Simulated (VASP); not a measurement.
**Al4CoRu3: single point with PBE**

The system is Al4CoRu3.

```
Al Co Ru
1.0
    -2.97317    2.97317    2.97317
     2.97317   -2.97317    2.97317
     2.97317    2.97317   -2.97317
Al Co Ru
4 1 3
Direct
  0.00000 0.50000 0.00000
  0.50000 0.50000 0.50000
  0.00000 0.00000 0.50000
  0.50000 0.00000 0.00000
  0.00000 0.00000 0.00000
  0.50000 0.00000 0.50000
  0.50000 0.50000 0.00000
  0.00000 0.50000 0.50000
```

```
Program             : VASP 6.6.1
Task                : single point
Functional          : PBE
Potentials or basis : VASP PAW PBE potentials, release 64 (Al, Co, Ru_pv)
Cutoff              : 520 eV
k mesh              : 10 × 10 × 10
Occupations         : gaussian, width 0.1 eV
Spin                : no spin polarisation
```

The pressure is 0.0 GPa. The band gap on the k mesh is zero (an odd number of electrons rules out a gap without spin polarisation).

Levels at points of the mesh, in eV from the Fermi level:
```
           k point  band 30  band 31  band 32  band 33  band 34  band 35
(0.00, 0.00, 0.00)    -0.97     0.02     0.02     0.02     0.77     0.77
(0.50, 0.00, 0.00)    -0.58    -0.50     0.47     0.53     1.37     2.48
(0.50, 0.50, 0.50)     0.21     0.79     0.79     2.08     2.08     2.18
```

It took 4.1 min on 1 thread of Intel(R) Xeon(R) Platinum 8259CL CPU @ 2.50GHz (Skylake/Cascade Lake) (shared host), peak memory 0.36 GiB.

Caveat: the run has no spin polarisation, though such a crystal can be magnetic. Spin polarisation is off, so any magnetic state and its effect on volume and gap are missing.
